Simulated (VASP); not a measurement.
# P (Cmce) in VASP: notebook, part 2 of 2

VASP 6.6.1. Earlier steps stand in the parts before.

## (5) Single point, RPBE

This run uses another cell than the first one, of 28.72 Å³/atom, 1.350 times its volume.

INCAR reads:

```
SYSTEM = P
PREC = Accurate ; ENCUT = 500
EDIFF = 1E-6 ; ISMEAR = -1
SIGMA = 0.05 ; LREAL = .False.
LASPH = .True. ; NELM = 120
ALGO = Normal ; ISIF = 2
LWAVE = .False. ; LCHARG = .True.
GGA = RP ; LELF = .True.
LVHAR = .True. ; NBANDS = 18
GGA_COMPAT = .False.
```

KPOINTS reads:

```
Automatic mesh
0
Gamma
  8 8 6
  0 0 0
```

POSCAR reads:

```
P
1.0
    1.6607604658     -7.2663273211      0.0000000000
    1.6607604658      7.2663273211      0.0000000000
    0.0000000000      0.0000000000      4.7594332474
P
4
Direct
    0.9277927473      0.0722072527      0.5929480847
    0.0722072527      0.9277927473      0.4070519153
    0.5722072527      0.4277927473      0.0929480847
    0.4277927473      0.5722072527      0.9070519153
```

Potentials or basis: VASP PAW PBE potentials, release 64 (P).

The run is started by

```sh
cat potpaw_PBE.64/P/POTCAR > POTCAR
mpirun -np 1 vasp_std > vasp.out
```

OUTCAR:

```text
SYSTEM = P
   PREC = Accurate
   ENCUT = 500
   EDIFF = 1E-6
   ISMEAR = -1
   LREAL = .False.
   LASPH = .True.
   NELM = 120
   ISIF = 2
   GGA = RP

 ion  position               nearest neighbor table
   1  0.928  0.072  0.593-   4 2.23   4 2.23   2 2.28
   2  0.072  0.928  0.407-   3 2.23   3 2.23   1 2.28
   3  0.572  0.428  0.093-   2 2.23   2 2.23   4 2.28
   4  0.428  0.572  0.907-   1 2.23   1 2.23   3 2.28

  LATTYP: Found a base centered orthorhombic cell.
 ALAT       =     3.3215209316
 B/A-ratio  =     4.3753012374
 C/A-ratio  =     1.4329077990

  Lattice vectors:

 A1 = (   1.6607604658,  -7.2663273211,   0.0000000000)
 A2 = (   1.6607604658,   7.2663273211,   0.0000000000)
 A3 = (   0.0000000000,   0.0000000000,   4.7594332474)

Analysis of symmetry for initial positions (statically):
=====================================================================
 Subroutine PRICEL returns:
 Original cell was already a primitive cell.

 Routine SETGRP: Setting up the symmetry group for a
 base centered orthorhombic supercell.

 Subroutine GETGRP returns: Found  8 space group operations
 (whereof  4 operations were pure point group operations)
 out of a pool of  8 trial point group operations.

The static configuration has the point symmetry C_2h.
 The point group associated with its full space group is D_2h.

Analysis of symmetry for dynamics (positions and initial velocities):
=====================================================================
 Subroutine PRICEL returns:
 Original cell was already a primitive cell.

 Routine SETGRP: Setting up the symmetry group for a
 base centered orthorhombic supercell.

 Subroutine GETGRP returns: Found  8 space group operations
 (whereof  4 operations were pure point group operations)
 out of a pool of  8 trial point group operations.

[... 115 lines left out ...]
   PSTRESS=    0.0 pullay stress
   NELECT =      20.0000    total number of electrons
   NUPDOWN=      -1.0000    fix difference up-down
   EMIN   =  10.00;   EMAX   =-10.00  energy-range for DOS
   EFERMI =   0.00;   METHOD = LEGACY
   ISMEAR =    -1;   SIGMA  =   0.05  broadening in eV -4-tet -1-fermi 0-gaus
   EFERMI_NEDOS =   21; number of points for ismear=-14 and -15
   IALGO  =     38    algorithm
   IMIX   =      4    mixing-type and parameters
     AMIX     =   0.40;   BMIX     =  1.00
     AMIX_MAG =   1.60;   BMIX_MAG =  1.00
  volume/ion in A,a.u.               =      28.72       193.80
  Fermi-wavevector in a.u.,A,eV,Ry     =   0.914146  1.727486 11.369895  0.835664
  Thomas-Fermi vector in A             =   2.038740
   LORBIT       =      0    0 simple, 1 ext, 2 COOP (PROOUT), +10 PAW based schemes
   GGA     = RP    functional components
   LHFCALC =     F    Hartree Fock is set to
   AEXX    =    0.0000 exact exchange contribution
   IVDW    =     0    specifies the selected vdW correction
   LEPSILON=     F    determine dielectric tensor
   LRPA    =     F    only Hartree local field effects (RPA)
 non-spin polarized calculation
  energy-cutoff  :      500.00
  volume of cell :      114.87
 maximum number of plane-waves:      2946
   NGX = 27   NGY = 27   NGZ = 17

 number of electron      20.0000003 magnetization

 Free energy of the ion-electron system (eV)
  ---------------------------------------------------
  ext. energy  EPLUGINS =         0.00000000
  ---------------------------------------------------
  free energy    TOTEN  =       -20.35358787 eV

  energy without entropy =      -20.35358505  energy(sigma->0) =      -20.35358646

 E-fermi :   2.8472     XC(G=0):  -7.3698

 val. band max:        2.3739008202   @ k =   0.5000   0.5000   0.0000
 cond. band min:       3.2621414700   @ k =   0.5000   0.5000   0.0000
 fundamental gap:      0.8882406498
 Fermi energy:         2.8471507665

 k-point     1 :       0.0000    0.0000    0.0000
  band No.  band energies     occupation
      1     -12.3544      2.00000
      2     -10.0138      2.00000
      3      -6.8517      2.00000
      4      -3.1800      2.00000
      5      -2.4576      2.00000
      6      -1.8929      2.00000
[... 481 lines left out ...]
      5      -3.0412      2.00000
      6      -2.4764      2.00000
[... 10 lines left out ...]
     17       8.3205      0.00000
     18       8.7880      0.00000

 [... further k-points ...]
[... 5 lines left out ...]
  --------------------------------------------------------------------------------------
  -------------------------------------------------------------------------------------
  Total       -0.2689144     -0.2126050     -0.2826090      0.0000000      0.0000000      0.0000000
  in kB       -3.7507437     -2.9653558     -3.9417529      0.0000000      0.0000000      0.0000000
  external PRESSURE =      -3.5526175 kB  Pullay stress =       0.0000000 kB

 VOLUME and BASIS-vectors are now :
 -----------------------------------------------------------------------------
  energy-cutoff  :      500.00
  volume of cell :      114.87
      direct lattice vectors                 reciprocal lattice vectors
     1.660760466 -7.266327321  0.000000000     0.301066897 -0.068810553  0.000000000
     1.660760466  7.266327321  0.000000000     0.301066897  0.068810553  0.000000000
     0.000000000  0.000000000  4.759433247     0.000000000  0.000000000  0.210109050

 POSITION                                       TOTAL-FORCE (eV/Angst)
 -----------------------------------------------------------------------------------
      1.66076     -6.21696      2.82210         0.000000     -0.052527      0.047965
      1.66076      6.21696      1.93734         0.000000      0.052527     -0.047965
      1.66076     -1.04936      0.44238         0.000000      0.052527      0.047965
      1.66076      1.04936      4.31705         0.000000     -0.052527     -0.047965
 -----------------------------------------------------------------------------------
    total drift:                               -0.000000     -0.000000      0.000000

  FREE ENERGIE OF THE ION-ELECTRON SYSTEM (eV)
  ---------------------------------------------------
  free  energy   TOTEN  =       -20.3535878668 eV

  energy  without entropy=      -20.3535850509  energy(sigma->0) =      -20.35358646
```

stdout:

```text
POSCAR found type information on POSCAR P
 POSCAR found :  1 types and       4 ions
 scaLAPACK will be used
 -----------------------------------------------------------------------------
|                                                                             |
|                                                                             |
|     You enforced a specific xc type in the INCAR file but a different       |
|     I HOPE YOU KNOW WHAT YOU ARE DOING!                                     |
|                                                                             |
 -----------------------------------------------------------------------------

 LDA part: xc-table for (Slater+PW92), standard interpolation
 POSCAR, INCAR and KPOINTS ok, starting setup
 FFT: planning ... GRIDC
 FFT: planning ... GRID_SOFT
 FFT: planning ... GRID
 WAVECAR not read
 entering main loop
```

Run time: 5.3 min. Hardware: 1 thread of AMD EPYC 7R43 (Zen 3), shared host; peak memory 0.31 GiB.

Results:

```
Free energy            : -20.3536 eV
Pressure               : -0.4 GPa
Largest force          : 0.071 eV/Å
Band gap on the k mesh : 0.89 eV, direct
```

Forces in eV/Å, atoms in the order of the input:
```
P    0.000 -0.053  0.048
P    0.000  0.053 -0.048
P    0.000  0.053  0.048
P    0.000 -0.053 -0.048
```

Levels at points of the mesh, in eV from the valence-band top:
```
           k point  band 7  band 8  band 9  band 10  band 11  band 12  band 13  band 14
(0.00, 0.00, 0.00)   -3.24   -1.75   -1.60    -0.09     1.18     1.69     2.59     3.16
(0.50, 0.00, 0.00)   -2.70   -2.70   -1.90    -1.90     1.24     1.24     2.34     2.34
(0.50, 0.50, 0.00)   -3.24   -1.75   -1.40     0.00     0.89     1.68     2.60     3.16
(0.00, 0.00, 0.50)   -2.52   -2.52   -1.41    -1.41     2.07     2.07     3.69     3.69
(0.50, 0.00, 0.50)   -4.38   -4.38   -1.04    -1.04     2.35     2.35     3.57     3.57
(0.50, 0.50, 0.50)   -2.52   -2.52   -1.45    -1.45     2.07     2.07     3.36     3.36
```

Caveat: the PAW data sets were made with another functional, which shifts forces and pressure a little. Expect the measured gap to be larger: semilocal functionals such as RPBE lack the derivative discontinuity.

## (6) Single point, PBE (volume scaled by 1.04)

INCAR reads:

```
SYSTEM = P
PREC = Accurate
ENCUT = 520
EDIFF = 1E-6
ISMEAR = -1
SIGMA = 0.05
LREAL = .False.
LASPH = .True.
NELM = 100
ALGO = Normal
ISIF = 2
LWAVE = .False.
LCHARG = .False.
GGA = PE
NBANDS = 18
```

KPOINTS reads:

```
regular mesh
0
Gamma
  8 8 6
  0 0 0
```

POSCAR reads:

```
P
1.0
    1.6694264413     -5.5369543634      0.0000000000
    1.6694264413      5.5369543634      0.0000000000
    0.0000000000      0.0000000000      4.6034271255
P
4
Direct
    0.9041431300      0.0958568700      0.5888151700
    0.0958568700      0.9041431300      0.4111848300
    0.5958568700      0.4041431300      0.0888151700
    0.4041431300      0.5958568700      0.9111848300
```

Potentials or basis: VASP PAW PBE potentials, release 64 (P).

The run is started by

```sh
cat potpaw_PBE.64/P/POTCAR > POTCAR
mpirun -np 1 vasp_std > vasp.out
```

OUTCAR:

```text
SYSTEM = P
   PREC = Accurate
   ENCUT = 520
   EDIFF = 1E-6
   ISMEAR = -1
   LREAL = .False.
   LASPH = .True.
   NELM = 100
   ISIF = 2
   GGA = PE

 ion  position               nearest neighbor table
   1  0.904  0.096  0.589-   4 2.23   4 2.23   2 2.28
   2  0.096  0.904  0.411-   3 2.23   3 2.23   1 2.28
   3  0.596  0.404  0.089-   2 2.23   2 2.23   4 2.28
   4  0.404  0.596  0.911-   1 2.23   1 2.23   3 2.28

  LATTYP: Found a base centered orthorhombic cell.
 ALAT       =     3.3388528826
 B/A-ratio  =     3.3166806434
 C/A-ratio  =     1.3787451222

  Lattice vectors:

 A1 = (   1.6694264413,  -5.5369543634,   0.0000000000)
 A2 = (   1.6694264413,   5.5369543634,   0.0000000000)
 A3 = (   0.0000000000,   0.0000000000,   4.6034271255)

Analysis of symmetry for initial positions (statically):
=====================================================================
 Subroutine PRICEL returns:
 Original cell was already a primitive cell.

 Routine SETGRP: Setting up the symmetry group for a
 base centered orthorhombic supercell.

[... 167 lines left out ...]
  ---------------------------------------------------
  free energy    TOTEN  =       -21.49598294 eV

  energy without entropy =      -21.49571641  energy(sigma->0) =      -21.49584967

 E-fermi :   5.5233     XC(G=0):  -9.2573

 val. band max:        5.4307743722   @ k =   0.5000   0.5000   0.0000
 cond. band min:       5.6170602498   @ k =   0.5000   0.5000   0.0000
 fundamental gap:      0.1862858776
 Fermi energy:         5.5233087081

 k-point     1 :       0.0000    0.0000    0.0000
  band No.  band energies     occupation
      1     -10.0213      2.00000
      2      -7.3986      2.00000
      3      -4.2302      2.00000
      4      -1.0715      2.00000
      5       0.3779      2.00000
      6       0.7727      2.00000
[... 481 lines left out ...]
      5      -0.5804      2.00000
      6      -0.1925      2.00000
[... 10 lines left out ...]
     17      10.9600      0.00000
     18      12.2124      0.00000

 [... further k-points ...]
[... 5 lines left out ...]
  --------------------------------------------------------------------------------------
  -------------------------------------------------------------------------------------
  Total       -1.0380252     -0.3058438     -0.4246410      0.0000000     -0.0000000      0.0000000
  in kB      -19.5419992     -5.7578549     -7.9943481      0.0000000     -0.0000000      0.0000000
  external PRESSURE =     -11.0980674 kB  Pullay stress =       0.0000000 kB

 VOLUME and BASIS-vectors are now :
 -----------------------------------------------------------------------------
  energy-cutoff  :      520.00
  volume of cell :       85.10
      direct lattice vectors                 reciprocal lattice vectors
     1.669426441 -5.536954363  0.000000000     0.299504062 -0.090302352  0.000000000
     1.669426441  5.536954363  0.000000000     0.299504062  0.090302352  0.000000000
     0.000000000  0.000000000  4.603427125     0.000000000  0.000000000  0.217229462

 POSITION                                       TOTAL-FORCE (eV/Angst)
 -----------------------------------------------------------------------------------
      1.66943     -4.47544      2.71057         0.000000     -0.113589     -0.047441
      1.66943      4.47544      1.89286         0.000000      0.113589      0.047441
      1.66943     -1.06151      0.40885         0.000000      0.113589     -0.047441
      1.66943      1.06151      4.19457         0.000000     -0.113589      0.047441
 -----------------------------------------------------------------------------------
    total drift:                               -0.000000      0.000000      0.000000

  FREE ENERGIE OF THE ION-ELECTRON SYSTEM (eV)
  ---------------------------------------------------
  free  energy   TOTEN  =       -21.4959829381 eV

  energy  without entropy=      -21.4957164057  energy(sigma->0) =      -21.49584967
```

OSZICAR:

```text
N       E                     dE             d eps       ncg     rms          rms(c)
DAV:   1     0.648567807601E+02    0.64857E+02   -0.82347E+03  3024   0.934E+02
DAV:   2    -0.174423119063E+02   -0.82299E+02   -0.78916E+02  4064   0.156E+02
DAV:   3    -0.215934174740E+02   -0.41511E+01   -0.41236E+01  3938   0.356E+01
DAV:   4    -0.216419013907E+02   -0.48484E-01   -0.48450E-01  3966   0.457E+00
DAV:   5    -0.216428731446E+02   -0.97175E-03   -0.97167E-03  3866   0.615E-01    0.982E+00
DAV:   6    -0.215398237586E+02    0.10305E+00   -0.51312E-02  3584   0.115E+00    0.584E+00
DAV:   7    -0.214954052298E+02    0.44419E-01   -0.96452E-02  3646   0.163E+00    0.236E-01
DAV:   8    -0.214958049584E+02   -0.39973E-03   -0.85545E-03  3390   0.516E-01    0.125E-01
DAV:   9    -0.214959202308E+02   -0.11527E-03   -0.35856E-04  4008   0.112E-01    0.747E-02
DAV:  10    -0.214959678573E+02   -0.47627E-04   -0.46640E-05  3602   0.368E-02    0.303E-02
DAV:  11    -0.214959822168E+02   -0.14359E-04   -0.17812E-05  3472   0.273E-02    0.656E-03
DAV:  12    -0.214959829381E+02   -0.72135E-06   -0.68833E-07  2468   0.488E-03
   1 F= -.21495983E+02 E0= -.21495850E+02  d E =-.266532E-03
```

stdout:

```text
POSCAR found type information on POSCAR P
 POSCAR found :  1 types and       4 ions
 scaLAPACK will be used
 LDA part: xc-table for (Slater+PW92), standard interpolation
 POSCAR, INCAR and KPOINTS ok, starting setup
 FFT: planning ... GRIDC
 FFT: planning ... GRID_SOFT
 FFT: planning ... GRID
 WAVECAR not read
 entering main loop
```

Wall time 4.7 min (1 thread of Oxide Virtual Turin-like, shared host); peak memory 0.27 GiB.

What came out:

```
Free energy            : -21.4960 eV
Pressure               : -1.1 GPa
Largest force          : 0.123 eV/Å
Band gap on the k mesh : 0.19 eV, direct
```

Forces on the atoms (eV/Å):
```
P    0.000 -0.114 -0.047
P    0.000  0.114  0.047
P    0.000  0.114 -0.047
P    0.000 -0.114  0.047
```

Caveat: the cell differs from its parent crystal (volume scaled by 1.04).

## (7) The runs side by side

| level | potentials or basis | cell | cutoff (eV) | gap on the mesh (eV) | pressure (GPa) | largest force (eV/Å) |
| --- | --- | --- | --- | --- | --- | --- |
| LDA | VASP PAW LDA potentials, release 64 (P) | a = 5.783, b = 5.783, c = 4.603 Å, angles 90.0, 90.0, 146.4°, 4 atoms | 520 | 0.05 | -4.9 | 0.21 |
| LDA | VASP PAW LDA potentials, release 64 (P) | a = 5.820, b = 5.820, c = 4.633 Å, angles 90.0, 90.0, 146.4°, 4 atoms | 520 | 0.09 | -5.9 | 0.34 |
| r2SCAN | VASP PAW PBE potentials, release 64 (P) | a = 5.708, b = 5.708, c = 4.544 Å, angles 90.0, 90.0, 146.4°, 4 atoms | 520 | 0.26 | 0.0 | 0.01 |
| RPBE | VASP PAW PBE potentials, release 64 (P) | a = 7.454, b = 7.454, c = 4.759 Å, angles 90.0, 90.0, 154.3°, 4 atoms | 500 | 0.89 | -0.4 | 0.07 |
| PBE | VASP PAW PBE potentials, release 64 (P) | a = 5.783, b = 5.783, c = 4.603 Å, angles 90.0, 90.0, 146.4°, 4 atoms | 520 | 0.19 | -1.1 | 0.12 |

Alike in all rows: task single point; no spin polarisation; k mesh 8 × 8 × 6; smearing fermi-dirac 0.05 eV.

Caveats: the PAW data sets were made with another functional, which shifts forces and pressure a little (some runs).

Total energies depend on the potentials used, so only differences within one code and one set of settings carry meaning.
